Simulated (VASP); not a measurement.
Write the native input for VASP 6.6.1 that does the following.

```
Task                   : single point
Functional             : LDA
Potentials or basis    : VASP PAW LDA potentials, release 64 (Mg)
Cutoff                 : 520 eV
k mesh                 : 20 × 20 × 20
Occupations            : gaussian, width 0.15 eV
Spin                   : no spin polarisation
Dipole correction      : no
Further INCAR settings : ALGO = Fast; EDIFF = 1e-06; NBANDS = 7
```

The structure of Mg lies in POSCAR:

```
Mg
1.0
   -1.8359916300      1.8401901400      1.6839939991
    1.8359916300     -1.8317931200      1.6748140409
    1.8359916300      1.8317931200     -1.6748140409
Mg
1
Direct
    0.0000000000      0.0000000000      0.0000000000
```

This cell differs from its parent crystal: strain +0.0050 x Voigt [0, 0, 0, 1, 0, 0].

One way to write it, as run:

INCAR

```
  PREC = Accurate
  ENCUT = 520
  EDIFF = 1E-6
  ISMEAR = 0
  SIGMA = 0.15
  LREAL = False
  LASPH = True
  NELM = 60
  ALGO = Fast
  ISIF = 2
  LWAVE = False
  LCHARG = False
  NBANDS = 7
```

KPOINTS

```
Automatic mesh
0
Gamma
  20 20 20
```

Potentials or basis: VASP PAW LDA potentials, release 64 (Mg).

Launch:

```bash
$ cat potpaw_LDA.64/Mg/POTCAR > POTCAR
$ mpirun -np 1 vasp_std > vasp.out
```

It gave:

```
Pressure               : -1.9 GPa
Band gap on the k mesh : zero (bands 1 and 2 overlap by 4.55 eV)
```

Caveat: the cell differs from its parent crystal (strain +0.0050 x Voigt [0, 0, 0, 1, 0, 0]).

Wall time 4.3 min on 1 thread of Oxide Virtual Turin-like Processor (shared host), peak memory 0.4 GiB.
